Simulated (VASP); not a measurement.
The system is ZnS.

```
Zn S
1.0
     0.00000    2.68387    2.68387
     2.68387    0.00000    2.68387
     2.68387    2.68387    0.00000
Zn S
1 1
Direct
  0.75000 0.75000 0.75000
  0.00000 0.00000 0.00000
```

Program: VASP 6.6.1. Alike in all runs: task single point; potentials or basis VASP PAW PBE potentials, release 64 (Zn, S); no spin polarisation; cell as given; smearing fermi-dirac 0.05 eV.

Q: Order these runs on this cell by their band gap on the k mesh, lowest first.
A. level PBE-based screened hybrid with 25 % exact exchange; k mesh 5 × 5 × 5; cutoff (eV) 520; grid for exact exchange (PRECFOCK) Normal; share of exact exchange 0.25; screening parameter 0.3 1/Å
B. level PBEsol-based global hybrid with 25 % exact exchange; k mesh 5 × 5 × 5; cutoff (eV) 520; grid for exact exchange (PRECFOCK) Normal; share of exact exchange 0.25
C. level r2SCAN0; k mesh 5 × 5 × 5; cutoff (eV) 520; grid for exact exchange (PRECFOCK) Normal; share of exact exchange 0.25
D. level b88 exchange, pbe correlation; k mesh 9 × 9 × 9; cutoff (eV) 500

A: D (2.20 eV), A (3.22 eV), B (4.00 eV), C (4.48 eV).
